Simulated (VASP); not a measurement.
# Cl (Cmce) in VASP: notebook, part 2 of 2

VASP 6.6.1. Earlier steps stand in the parts before.

### 3 Single point, PBEsol

The input, INCAR:

```
SYSTEM = Cl
PREC     = Accurate       ! precision mode
ENCUT    = 520            ! plane-wave cutoff, eV
EDIFF    = 1E-6           ! SCF threshold, eV
ISMEAR   = 0              ! smearing method
SIGMA    = 0.01           ! smearing width, eV
LREAL    = .FALSE.        ! projectors in reciprocal space
LASPH    = .TRUE.         ! aspherical terms in the spheres
NELM     = 100            ! most SCF steps
ALGO     = Normal         ! electronic algorithm
ISIF     = 2              ! what is computed and relaxed
LWAVE    = .FALSE.        ! write WAVECAR
LCHARG   = .FALSE.        ! write CHGCAR
GGA      = PS             ! functional
NBANDS   = 22             ! bands
```

The input, KPOINTS:

```
Automatic mesh
0
G
  8 8 1
  0 0 0
```

The input, POSCAR:

```
Cl
1.0
    3.1252371057     -2.0072452166      0.0000000000
    3.1252371057      2.0072452166      0.0000000000
    0.0000000000      0.0000000000      8.1465598679
Cl
4
Direct
    0.8756350467      0.1243649533      0.6074783337
    0.1243649533      0.8756350467      0.3925216663
    0.6243649533      0.3756350467      0.1074783337
    0.3756350467      0.6243649533      0.8925216663
```

Potentials or basis: VASP PAW PBE potentials, release 64 (Cl).

Run with:

```console
cat potpaw_PBE.64/Cl/POTCAR > POTCAR
mpirun -np 1 vasp_std > vasp.out
```

OUTCAR:

```text
SYSTEM = Cl
   PREC = Accurate
   ENCUT = 520
   EDIFF = 1E-6
   ISMEAR = 0
   LREAL = .FALSE.
   LASPH = .TRUE.
   NELM = 100
   ISIF = 2
   GGA = PS

 ion  position               nearest neighbor table
   1  0.876  0.124  0.607-   2 2.02
   2  0.124  0.876  0.393-   1 2.02
   3  0.624  0.376  0.107-   4 2.02
   4  0.376  0.624  0.893-   3 2.02

  LATTYP: Found a base centered orthorhombic cell.
 ALAT       =     4.0144904332
 B/A-ratio  =     1.5569782306
 C/A-ratio  =     2.0292886491

  Lattice vectors:

 A1 = (  -3.1252371057,  -2.0072452166,   0.0000000000)
 A2 = (   3.1252371057,  -2.0072452166,   0.0000000000)
 A3 = (   0.0000000000,   0.0000000000,   8.1465598679)

Analysis of symmetry for initial positions (statically):
=====================================================================
 Subroutine PRICEL returns:
 Original cell was already a primitive cell.

 Routine SETGRP: Setting up the symmetry group for a
 base centered orthorhombic supercell.

 Subroutine GETGRP returns: Found  8 space group operations
 (whereof  4 operations were pure point group operations)
 out of a pool of  8 trial point group operations.

The static configuration has the point symmetry C_2h.
 The point group associated with its full space group is D_2h.

Analysis of symmetry for dynamics (positions and initial velocities):
=====================================================================
 Subroutine PRICEL returns:
 Original cell was already a primitive cell.

 Routine SETGRP: Setting up the symmetry group for a
 base centered orthorhombic supercell.

 Subroutine GETGRP returns: Found  8 space group operations
 (whereof  4 operations were pure point group operations)
 out of a pool of  8 trial point group operations.

The dynamic configuration has the point symmetry C_2h.
 The point group associated with its full space group is D_2h.

 Subroutine INISYM returns: Found  8 space group operations
 (whereof  4 operations are pure point group operations),
 and found     1 'primitive' translations

----------------------------------------------------------------------------------------

                                     Primitive cell

  volume of cell :     102.2087

  direct lattice vectors                    reciprocal lattice vectors
     3.125237106 -2.007245217  0.000000000     0.159987861 -0.249097617  0.000000000
     3.125237106  2.007245217  0.000000000     0.159987861  0.249097617  0.000000000
     0.000000000  0.000000000  8.146559868     0.000000000  0.000000000  0.122751200

  length of vectors
     3.714315593  3.714315593  8.146559868     0.296050230  0.296050230  0.122751200

  position of ions in fractional coordinates (direct lattice)
     0.875635047  0.124364953  0.607478334
     0.124364953  0.875635047  0.392521666
     0.624364953  0.375635047  0.107478334
     0.375635047  0.624364953  0.892521666

  ion indices of the primitive-cell ions
   primitive index   ion index
                 1           1
                 2           2
                 3           3
                 4           4

----------------------------------------------------------------------------------------

 KPOINTS: Automatic mesh

Automatic generation of k-mesh.
 Grid dimensions read from file:
 generate k-points for:    8    8    1

 Generating k-lattice:

  Cartesian coordinates                     Fractional coordinates (reciprocal lattice)
     0.019998483 -0.031137202  0.000000000     0.125000000  0.000000000  0.000000000
     0.019998483  0.031137202  0.000000000     0.000000000  0.125000000  0.000000000
     0.000000000  0.000000000  0.122751200     0.000000000  0.000000000  1.000000000

  Length of vectors
     0.037006279  0.037006279  0.122751200

  Shift w.r.t. Gamma in fractional coordinates (k-lattice)
     0.000000000  0.000000000  0.000000000

 Subroutine IBZKPT returns following result:
 ===========================================

 Found     21 irreducible k-points:

 Following reciprocal coordinates:
            Coordinates               Weight
  0.000000  0.000000  0.000000      1.000000
  0.125000  0.000000  0.000000      4.000000
  0.250000  0.000000  0.000000      4.000000
  0.375000 -0.000000  0.000000      4.000000
  0.500000  0.000000  0.000000      2.000000
  0.125000  0.125000  0.000000      2.000000
[... 13 lines left out ...]
 -0.375000  0.375000  0.000000      2.000000
  0.500000  0.500000  0.000000      1.000000
   k-points           NKPTS =     21   k-points in BZ     NKDIM =     21   number of bands    NBANDS=     22
   number of dos      NEDOS =    301   number of ions     NIONS =      4
   total plane-waves  NPLWV =  50176
   dimension x,y,z NGX =    28 NGY =   28 NGZ =   64
   dimension x,y,z NGXF=    56 NGYF=   56 NGZF=  128
   ions per type =               4
   NGX,Y,Z   is equivalent  to a cutoff of  12.53, 12.53, 13.06 a.u.
   NGXF,Y,Z  is equivalent  to a cutoff of  25.06, 25.06, 26.12 a.u.
 SYSTEM =  Cl
   PREC   = accura    normal or accurate (medium, high low for compatibility)
   ISTART =      0    job   : 0-new  1-cont  2-samecut
   ICHARG =      2    charge: 1-file 2-atom 10-const
   ISPIN  =      1    spin polarized calculation?
   LNONCOLLINEAR =      F non collinear calculations
   LSORBIT =      F    spin-orbit coupling
   LASPH  =      T    aspherical Exc in radial PAW
   ENCUT  =  520.0 eV  38.22 Ry    6.18 a.u.   6.91  6.91 15.15*2*pi/ulx,y,z
   NELM   =    100;   NELMIN=  2; NELMDL= -5     # of ELM steps
   EDIFF  = 0.1E-05   stopping-criterion for ELM
   LREAL  =      F    real-space projection
   EDIFFG = 0.1E-04   stopping-criterion for IOM
   NSW    =      0    number of steps for IOM
   IBRION =     -1    ionic relax: 0-MD 1-quasi-New 2-CG
   NFREE  =      0    steps in history (QN), initial steepest desc. (CG)
   ISIF   =      2    stress and relaxation
   ISYM   =      2    0-nonsym 1-usesym 2-fastsym
   POTIM  = 0.5000    time-step for ionic-motion
   TEBEG  =    0.0;   TEEND  =   0.0 temperature during run
   PSTRESS=    0.0 pullay stress
   NELECT =      28.0000    total number of electrons
   NUPDOWN=      -1.0000    fix difference up-down
   EMIN   =  10.00;   EMAX   =-10.00  energy-range for DOS
   EFERMI =   0.00;   METHOD = LEGACY
   ISMEAR =     0;   SIGMA  =   0.01  broadening in eV -4-tet -1-fermi 0-gaus
   EFERMI_NEDOS =   21; number of points for ismear=-14 and -15
   IALGO  =     38    algorithm
   IMIX   =      4    mixing-type and parameters
     AMIX     =   0.40;   BMIX     =  1.00
     AMIX_MAG =   1.60;   BMIX_MAG =  1.00
  volume/ion in A,a.u.               =      25.55       172.43
  Fermi-wavevector in a.u.,A,eV,Ry     =   1.063241  2.009234 15.381127  1.130481
  Thomas-Fermi vector in A             =   2.198719
   LORBIT       =      0    0 simple, 1 ext, 2 COOP (PROOUT), +10 PAW based schemes
   GGA     = PS    functional components
   LHFCALC =     F    Hartree Fock is set to
   AEXX    =    0.0000 exact exchange contribution
   IVDW    =     0    specifies the selected vdW correction
   LEPSILON=     F    determine dielectric tensor
   LRPA    =     F    only Hartree local field effects (RPA)
 non-spin polarized calculation
 Gauss-broadening in eV      SIGMA  =   0.01
  energy-cutoff  :      520.00
  volume of cell :      102.21
 maximum number of plane-waves:      2772
   NGX = 13   NGY = 13   NGZ = 31

 number of electron      28.0000005 magnetization

 Free energy of the ion-electron system (eV)
  ---------------------------------------------------
  ext. energy  EPLUGINS =         0.00000000
  ---------------------------------------------------
  free energy    TOTEN  =        -8.14991709 eV

  energy without entropy =       -8.14991709  energy(sigma->0) =       -8.14991709

 E-fermi :   0.4791     XC(G=0):  -8.5582

 val. band max:        0.4369476151   @ k =   0.0000   0.0000   0.0000
 cond. band min:       2.6226381748   @ k =   0.0000   0.0000   0.0000
 fundamental gap:      2.1856905596
 Fermi energy:         0.4791467630

 k-point     1 :       0.0000    0.0000    0.0000
  band No.  band energies     occupation
      1     -16.5078      2.00000
      2     -16.1525      2.00000
      3     -12.6697      2.00000
      4     -11.6616      2.00000
      5      -5.4616      2.00000
      6      -3.9502      2.00000
[... 499 lines left out ...]
      6      -4.1286      2.00000
[... 14 lines left out ...]
     21      11.3792      0.00000
     22      12.4719      0.00000

------------------------ aborting loop because EDIFF is reached ----------------------------------------

  FORCE on cell =-STRESS in cart. coord.  units (eV):
  Direction    XX          YY          ZZ          XY          YZ          ZX
  --------------------------------------------------------------------------------------
  -------------------------------------------------------------------------------------
  Total        0.4384788     -0.6523373     -0.8807904      0.0000000     -0.0000000      0.0000000
  in kB        6.8733989    -10.2257489    -13.8068789      0.0000000     -0.0000000      0.0000000
  external PRESSURE =      -5.7197430 kB  Pullay stress =       0.0000000 kB

 VOLUME and BASIS-vectors are now :
 -----------------------------------------------------------------------------
  energy-cutoff  :      520.00
  volume of cell :      102.21
      direct lattice vectors                 reciprocal lattice vectors
     3.125237106 -2.007245217  0.000000000     0.159987861 -0.249097617  0.000000000
     3.125237106  2.007245217  0.000000000     0.159987861  0.249097617  0.000000000
     0.000000000  0.000000000  8.146559868     0.000000000  0.000000000  0.122751200

 POSITION                                       TOTAL-FORCE (eV/Angst)
 -----------------------------------------------------------------------------------
      3.12524     -1.50798      4.94886         0.000000     -0.073207      0.144854
      3.12524      1.50798      3.19770         0.000000      0.073207     -0.144854
      3.12524     -0.49926      0.87558         0.000000      0.073207      0.144854
      3.12524      0.49926      7.27098         0.000000     -0.073207     -0.144854
 -----------------------------------------------------------------------------------
    total drift:                                0.000000      0.000000      0.000000

  FREE ENERGIE OF THE ION-ELECTRON SYSTEM (eV)
  ---------------------------------------------------
  free  energy   TOTEN  =        -8.1499170855 eV

  energy  without entropy=       -8.1499170855  energy(sigma->0) =       -8.14991709
```

It took 38 s on 1 thread of Intel Xeon Platinum 8259CL at 2.50GHz (Skylake/Cascade Lake), shared host; peak memory 0.21 GiB.

What came out:

```
Free energy            : -8.1499 eV
Pressure               : -0.6 GPa
Largest force          : 0.162 eV/Å
Band gap on the k mesh : 2.19 eV
```

Forces on the atoms (eV/Å):
```
Cl   0.000 -0.073  0.145
Cl   0.000  0.073 -0.145
Cl   0.000  0.073  0.145
Cl   0.000 -0.073 -0.145
```

Stress tensor (GPa, compression positive):
```
 0.69  0.00  0.00
 0.00 -1.02  0.00
 0.00  0.00 -1.38
```

Caveat: the k points lie up to 0.77 Å⁻¹ apart; this functional lacks dispersion, which holds the molecules together, so the pressure and a relaxed volume are unreliable; the PAW data sets were made with another functional, which shifts forces and pressure a little. A k mesh can miss the band edges.

### 4 Single point, PBEsol

The input, INCAR:

```
PREC     = Accurate       # precision mode
ENCUT    = 520            # plane-wave cutoff, eV
EDIFF    = 1E-7           # SCF threshold, eV
ISMEAR   = 0              # smearing method
SIGMA    = 0.01           # smearing width, eV
LREAL    = F              # projectors in reciprocal space
LASPH    = T              # aspherical terms in the spheres
NELM     = 100            # most SCF steps
ALGO     = Normal         # electronic algorithm
ISIF     = 2              # what is computed and relaxed
LWAVE    = F              # write WAVECAR
LCHARG   = F              # write CHGCAR
GGA      = PS             # functional
NBANDS   = 22             # bands
```

The input, KPOINTS:

```
regular mesh
0
Gamma
  6 6 2
```

POSCAR is that of step 3.

Run with:

```console
cat potpaw_PBE.64/Cl/POTCAR > POTCAR
mpirun -np 1 vasp_std > vasp.out
```

It took 58 s on 1 thread of Intel Xeon Platinum 8259CL at 2.50GHz (Skylake/Cascade Lake), shared host; peak memory 0.21 GiB.

The run converged. Its results:

```
Free energy            : -8.0313 eV
Pressure               : -0.2 GPa
Largest force          : 0.060 eV/Å
Band gap on the k mesh : 2.18 eV
```

Forces in eV/Å, atoms in the order of the input:
```
Cl   0.000 -0.057 -0.021
Cl   0.000  0.057  0.021
Cl   0.000  0.057 -0.021
Cl   0.000 -0.057  0.021
```

Stress tensor (GPa, compression positive):
```
 0.72  0.00  0.00
 0.00 -0.27  0.00
 0.00  0.00 -1.05
```

Levels at points of the mesh, in eV from the valence-band top:
| k point | band 10 | band 11 | band 12 | band 13 | band 14 | band 15 | band 16 | band 17 | band 18 | band 19 |
| --- | --- | --- | --- | --- | --- | --- | --- | --- | --- | --- |
| (0.00, 0.00, 0.00) | -2.17 | -0.99 | -0.46 | -0.11 | 0.00 | 2.18 | 3.18 | 6.81 | 6.99 | 8.29 |
| (0.50, 0.00, 0.00) | -2.63 | -1.03 | -1.03 | -0.32 | -0.32 | 2.95 | 2.95 | 7.83 | 7.83 | 10.12 |
| (0.50, 0.50, 0.00) | -2.80 | -1.66 | -1.24 | -0.52 | -0.27 | 2.26 | 2.92 | 8.10 | 8.13 | 8.71 |
| (0.00, 0.00, 0.50) | -2.23 | -0.88 | -0.88 | -0.05 | -0.05 | 2.60 | 2.60 | 7.23 | 7.23 | 9.21 |
| (0.50, 0.00, 0.50) | -2.68 | -0.72 | -0.72 | -0.08 | -0.08 | 2.60 | 2.60 | 8.13 | 8.13 | 9.54 |
| (0.50, 0.50, 0.50) | -2.77 | -1.02 | -1.02 | -0.92 | -0.92 | 2.52 | 2.52 | 8.72 | 8.72 | 9.64 |

Caveat: this functional lacks dispersion, which holds the molecules together, so the pressure and a relaxed volume are unreliable; the PAW data sets were made with another functional, which shifts forces and pressure a little. A k mesh can miss the band edges.

### 5 Summary

| level | k mesh | grid for exact exchange (PRECFOCK) | share of exact exchange | screening parameter | gap on the mesh (eV) | pressure (GPa) | largest force (eV/Å) |
| --- | --- | --- | --- | --- | --- | --- | --- |
| PBE-based screened hybrid with 15 % exact exchange | 4 × 4 × 2 | Normal | 0.15 | 0.3 1/Å | 3.03 | 1.0 | 0.44 |
| PBEsol | 8 × 8 × 1 | - | - | - | 2.19 | -0.6 | 0.16 |
| PBEsol | 6 × 6 × 2 | - | - | - | 2.18 | -0.2 | 0.06 |

Alike in all rows: task single point; potentials or basis VASP PAW PBE potentials, release 64 (Cl); no spin polarisation; cell as given; cutoff (eV) 520; smearing gaussian 0.01 eV.

Caveats: some runs use coarse meshes; this functional lacks dispersion, which holds the molecules together, so the pressure and a relaxed volume are unreliable; the PAW data sets were made with another functional, which shifts forces and pressure a little.

Absolute energies hang on the potentials; compare differences alone.
